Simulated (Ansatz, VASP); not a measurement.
## ScGaSI2: VASP beside Ansatz

```
CELL_PARAMETERS angstrom
5.61925 0.00000 0.00000
0.00000 5.61925 0.00000
0.00000 0.00000 4.64345
ATOMIC_POSITIONS crystal
Sc 0.50000 0.50000 0.50000
Ga 0.00000 0.00000 0.00000
S 0.00000 0.00000 0.50000
I 0.50000 0.00000 0.00000
I 0.00000 0.50000 0.00000
```

Alike in both runs: functional PBE; k mesh 4 × 4 × 4; occupations gaussian, width 0.1 eV; no spin polarisation.

Ansatz relaxed the structure, and its values are those at the end. VASP's run is a single point on that final structure, the one shown.

|  | VASP | Ansatz |
| --- | --- | --- |
| version | VASP 6.6.1 | Ansatz 0.2.0 |
| potentials or method | VASP PAW PBE potentials, release 64 (Sc_sv, Ga_d, S, I), cutoff 500 eV | scalar-relativistic, plane waves, PAW |
| valence electrons in the cell | 44 | 64 |

```csv
,VASP,Ansatz,Ansatz less VASP
gap on the k mesh at the Fermi level (eV),none,none,-
pressure (GPa),0.2,0.2,0.00
```

A gap of «none» marks a metal or a gap that the smearing closes. With one functional, cell and mesh, what is left measures potentials, basis and numerics. VASP's potentials hold 44 valence electrons a cell and Ansatz's 64, so a difference there can come from the potentials and not from the codes.

Neither program's run includes spin-orbit coupling.
